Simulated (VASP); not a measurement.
# MgO: single point with PBEsol

Crystal: MgO.

```xyz
2
Lattice="-0.8849 1.7699 1.7699 1.7699 -0.8849 1.7699 1.7699 1.7699 -0.8849" Properties=species:S:1:pos:R:3 pbc="T T T"
Mg    0.0000    0.0000    0.0000
O     1.3274    1.3274    1.3274
```

This cell differs from its parent crystal: ratio of the length along [111] to the lengths across it x 0.5, volume and fractional coordinates fixed.

- Program: VASP 6.6.1
- Task: single point
- Functional: PBEsol
- Potentials or basis: VASP PAW PBE potentials, release 64 (Mg, O)
- Cutoff: 520 eV
- k mesh: 10 × 10 × 10
- Occupations: gaussian, width 0.05 eV
- Spin: no spin polarisation
- Dipole correction: no
- Further INCAR settings: ALGO = Normal; EDIFF = 1e-06; NBANDS = 11

* Pressure: -4.0 GPa
* Band gap on the k mesh: 2.25 eV, indirect (least direct gap 3.24 eV)

Levels at points of the mesh, in eV from the valence-band top:
| k point | band 1 | band 2 | band 3 | band 4 | band 5 | band 6 | band 7 | band 8 | band 9 |
| --- | --- | --- | --- | --- | --- | --- | --- | --- | --- |
| (0.00, 0.00, 0.00) | -18.30 | -0.99 | -0.99 | -0.99 | 2.25 | 10.23 | 10.23 | 19.82 | 19.82 |
| (0.50, 0.00, 0.00) | -17.11 | -6.42 | -0.55 | -0.55 | 6.71 | 9.13 | 14.25 | 17.12 | 17.69 |
| (0.50, 0.50, 0.00) | -16.26 | -4.64 | -4.64 | 0.00 | 4.75 | 11.83 | 11.83 | 13.02 | 19.01 |
| (0.50, 0.50, 0.50) | -15.45 | -3.55 | -3.55 | -3.55 | 7.25 | 7.25 | 7.25 | 15.87 | 18.39 |

It took 5.4 s on 1 thread of Intel(R) Xeon(R) 6975P-C (Granite Rapids), with other jobs on the host, peak memory 0.13 GiB.

Caveat: the PAW data sets were made with another functional, which shifts forces and pressure a little. A k mesh can miss the band edges.
